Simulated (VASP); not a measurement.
Write the native input for VASP 6.6.1 that does the following.

```
Task                   : single point
Functional             : LDA
Potentials or basis    : VASP PAW LDA potentials, release 64 (W_sv)
Cutoff                 : 520 eV
k mesh                 : 20 × 20 × 20
Occupations            : gaussian, width 0.15 eV
Spin                   : no spin polarisation
Dipole correction      : no
Further INCAR settings : ALGO = Fast; EDIFF = 1e-07; NBANDS = 13
```

The structure of W lies in POSCAR:

```
W
1.0
   -1.5785841551      1.6151203733      1.6151203733
    1.6151203733     -1.5785841551      1.6151203733
    1.6151203733      1.6151203733     -1.5785841551
W
1
Direct
    0.0000000000      0.0000000000      0.0000000000
```

These files were run (other wordings do the same):

INCAR

```
SYSTEM = W
PREC = Accurate
ENCUT = 520
EDIFF = 1E-7
ISMEAR = 0
SIGMA = 0.15
LREAL = .False.
LASPH = .True.
NELM = 60
ALGO = Fast
ISIF = 2
LWAVE = .False.
LCHARG = .True.
GGA = CA
LELF = .True.
LVHAR = .True.
NBANDS = 13
```

KPOINTS

```
regular mesh
0
Gamma
  20 20 20
  0 0 0
```

Potentials or basis: VASP PAW LDA potentials, release 64 (W_sv).

Run with:

```sh
$ cat potpaw_LDA.64/W_sv/POTCAR > POTCAR
$ mpirun -np 1 vasp_std > vasp.out
```

It gave:

```
Pressure               : -23.2 GPa
Band gap on the k mesh : zero (bands 7 and 8 overlap by 5.14 eV)
```

Caveat: the cell stands under tension; spin-orbit coupling is left out, which moves the levels of the heavy elements.

Wall time 83 s on 1 thread of Intel(R) Xeon(R) Platinum 8488C (Sapphire Rapids), on a shared host, peak memory 0.27 GiB.
